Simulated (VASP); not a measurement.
Crystal: Ni.

```
Ni
1.0
     0.00000    2.45346    2.45346
     2.45346    0.00000    2.45346
     2.45346    2.45346    0.00000
Ni
2
Direct
  0.12500 0.12500 0.12500
  0.87500 0.87500 0.87500
```

- Program: VASP 6.6.1
- Task: relaxation of cell and atoms
- Functional: revPBE
- Potentials or basis: VASP PAW PBE potentials, release 64 (Ni)
- Cutoff: 600 eV
- k mesh: 11 × 11 × 11
- Occupations: fermi-dirac, width 0.1 eV
- Spin: no spin polarisation

At the start: pressure 16.0 GPa; volume 14.77 Å³/atom.

**Question.** How do energy, volume and symmetry change on relaxing?

**Answer.** Over 3 steps the energy falls by 98.2 meV/atom and the volume is 17.01 Å³/atom (+15.1 %); space group Fd-3m (No. 227, to 0.05 Å).

The path:
| step | energy change (eV) | largest force (eV/Å) | pressure (GPa) | volume (Å³) |
| --- | --- | --- | --- | --- |
| 1 | 0.0000 | 0.0000 | 16.02 | 29.54 |
| 2 | -0.1629 | 0.0000 | -4.45 | 36.31 |
| 3 | -0.1965 | 0.0000 | 0.09 | 34.01 |

Final structure:
```
Ni
1.0
     0.00000    2.57156    2.57156
     2.57156    0.00000    2.57156
     2.57156    2.57156    0.00000
Ni
2
Direct
  0.12500 0.12500 0.12500
  0.87500 0.87500 0.87500
```

Caveat: the volume moved by over 15 % at a fixed basis, so the end points are rough; the PAW data sets were made with another functional, which shifts forces and pressure a little; the run has no spin polarisation, though such a crystal can be magnetic.
